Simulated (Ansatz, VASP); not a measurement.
Pb: VASP beside Ansatz

INCAR

```
PREC = Accurate
ENCUT = 520
EDIFF = 1E-6
ISMEAR = -1
SIGMA = 0.05
LREAL = F
LASPH = T
NELM = 100
ALGO = Normal
ISIF = 2
LWAVE = F
LCHARG = T
LELF = T
LVHAR = T
NBANDS = 13
```

The input KPOINTS:

```
regular mesh
0
Gamma
  13 13 13
```

The input POSCAR:

```
Pb
1.0
    0.0000000000      2.5194568920      2.5194568920
    2.5194568920      0.0000000000      2.5194568920
    2.5194568920      2.5194568920      0.0000000000
Pb
1
Direct
    0.0000000000      0.0000000000      0.0000000000
```

Input for Ansatz:

```yaml
crystal:
  lattice:
    - [0.0, 2.519456892, 2.519456892]
    - [2.519456892, 0.0, 2.519456892]
    - [2.519456892, 2.519456892, 0.0]
  atoms:
    - { symbol: Pb, position: [0.0, 0.0, 0.0] }
kpoints:
  mp_grid: { grid: [13, 13, 13] }
scf:
  occupations: { method: fermi_dirac, width: 0.05 }
hamiltonian:
  xc: lda
  pseudopotentials: { kind: all_electron, lapw: { basis_error: 0.001 } }
output:
  forces: true
  stress: true
  eigenvalues: true
```

Change from the starting cell: volume scaled by 1.03.

Alike in both runs: task single point; functional LDA; k mesh 13 × 13 × 13; occupations fermi-dirac, width 0.05 eV; no spin polarisation.

|  | VASP | Ansatz |
| --- | --- | --- |
| version | VASP 6.6.1 | Ansatz 0.2.0 |
| potentials or method | VASP PAW LDA potentials, release 64 (Pb_d), cutoff 520 eV | all-electron LAPW, scalar-relativistic |

Ansatz gave:

```
pressure (GPa) : -3.9
```

Problem. Estimate VASP's values.

Solution. Pressure (GPa): -3.8.

LDA's correlation is that of Perdew and Zunger in VASP and of Perdew and Wang (1992) in Ansatz. Ansatz ran all-electron here, and VASP with PAW potentials.

Spin-orbit coupling is off throughout.
